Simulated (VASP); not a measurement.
MgS, 2 atoms in the cell. It takes space group F-43m (No. 216, cubic). The conventional cell has a = 5.666 Å, b = 5.666 Å, c = 5.666 Å, α = 90.00°, β = 90.00°, γ = 90.00°. Within 3.2 Å of Mg (site symmetry -43m) lie 4 S at 2.45 Å. S (site symmetry -43m) has 4 Mg at 2.45 Å within 3.2 Å. 

- Program: VASP 6.6.1
- Task: relaxation of cell and atoms
- Functional: LDA
- Potentials or basis: VASP PAW LDA potentials, release 64 (Mg, S)
- Cutoff: 600 eV
- k mesh: 7 × 7 × 7
- Occupations: gaussian, width 0.01 eV
- Spin: no spin polarisation
- Dipole correction: no
- Further INCAR settings: ALGO = Normal; EDIFF = 1e-06; IBRION = 2; EDIFFG = -0.02; NSW = 80; ISIF = 3

Potentials or basis: VASP PAW LDA potentials, release 64 (Mg, S).

Launch:

```sh
$ cat potpaw_LDA.64/Mg/POTCAR potpaw_LDA.64/S/POTCAR > POTCAR
$ mpirun -np 1 vasp_std > vasp.out
```

Hardware: 1 thread of Intel Xeon 6975P-C, with other jobs on the host.

Estimate the wall time of this run.

It took 13 s on 1 thread of Intel Xeon 6975P-C (shared host), peak memory 0.16 GiB. Counts: scf iterations 25, k points 20, ion steps 3.
